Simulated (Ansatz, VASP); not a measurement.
**C in VASP and in Ansatz**

INCAR

```
PREC = Accurate
ENCUT = 520
EDIFF = 1E-6
ISMEAR = 0
SIGMA = 1.0
LREAL = False
LASPH = True
NELM = 80
ALGO = Normal
ISIF = 2
LWAVE = False
LCHARG = False
GGA = PE
NBANDS = 16
```

KPOINTS

```
Automatic mesh
0
Gamma
  15 15 4
```

POSCAR

```
C
1.0
    2.4665665061      0.0000000000      0.0000000000
   -1.2332832531      2.1361092544      0.0000000000
    0.0000000000      0.0000000000      8.5267424969
C
4
Direct
    1.0000000000      1.0000000000      0.2500000000
    0.0000000000      0.0000000000      0.7500000000
    0.3333333333      0.6666666667      0.2500000000
    0.6666666667      0.3333333333      0.7500000000
```

Input for Ansatz:

```yaml
crystal:
  lattice:
    - [2.4665665061, 0.0, 0.0]
    - [-1.2332832531, 2.1361092544, 0.0]
    - [0.0, 0.0, 8.5267424969]
  atoms:
    - { symbol: C, position: [1.0, 1.0, 0.25] }
    - { symbol: C, position: [0.0, 0.0, 0.75] }
    - { symbol: C, position: [0.3333333333, 0.6666666667, 0.25] }
    - { symbol: C, position: [0.6666666667, 0.3333333333, 0.75] }
hamiltonian:
  xc: pbe
  pseudopotentials:
    kind: paw
    azcp:
      C: "pseudopotentials/C.paw.azcp"
basis:
  ecutwfc: 420
  fft_grid_basis: typed
kpoints:
  mp_grid: { grid: [15, 15, 4], shift: [0, 0, 0] }
magnetization:
  spin_polarized: false
scf:
  occupations: { method: gaussian, width: 1.0 }
  lower_state_search: "off"
output:
  stress: true
```

Alike in both runs: task single point; functional PBE; k mesh 15 × 15 × 4; occupations gaussian, width 1 eV; no spin polarisation.

```csv
,VASP,Ansatz
version,VASP 6.6.1,Ansatz 0.2.0
potentials or method,"VASP PAW PBE potentials, release 64 (C), cutoff 520 eV","plane waves (420 eV) with PAW, scalar-relativistic"
valence electrons in the cell,16,16
```

Ansatz gave:

- pressure (GPa): 0.1
- traceless stress, the component that is largest in VASP (GPa): -0.09

Problem. What did VASP give for the same quantities?

Solution. Pressure (GPa): 0.5; traceless stress, the component that is largest in VASP (GPa): -0.50.
